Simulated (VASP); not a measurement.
Ge: single point with PBEsol

The system is Ge.

```
Ge
1.0
    -2.48494    2.48494    1.34516
     2.48494   -2.48494    1.34516
     2.48494    2.48494   -1.34516
Ge
2
Direct
  0.50000 0.50000 0.00000
  0.25000 0.75000 0.50000
```

```
Program             : VASP 6.6.1
Task                : single point
Functional          : PBEsol
Potentials or basis : VASP PAW PBE potentials, release 64 (Ge_d)
Cutoff              : 520 eV
k mesh              : 11 × 11 × 11
Occupations         : fermi-dirac, width 0.05 eV
Spin                : no spin polarisation
```

| Property | Result |
| --- | --- |
| Pressure | 9.9 GPa |
| Band gap on the k mesh | zero (band 14 reaches 9.98 eV, above the bottom of band 15 at 4.51 eV) |

Levels at points of the mesh, in eV from the Fermi level:
```tsv
k point	band 10	band 11	band 12	band 13	band 14	band 15	band 16	band 17	band 18	band 19
(0.00, 0.00, 0.00)	-24.44	-14.38	-3.79	-2.75	-2.75	2.92	8.25	8.25	9.04	9.30
```

It took 49 s on 1 thread of Intel(R) Xeon(R) Platinum 8259CL CPU @ 2.50GHz (Skylake/Cascade Lake), on a shared host, peak memory 0.2 GiB.

Caveat: the PAW data sets were made with another functional, which shifts forces and pressure a little.
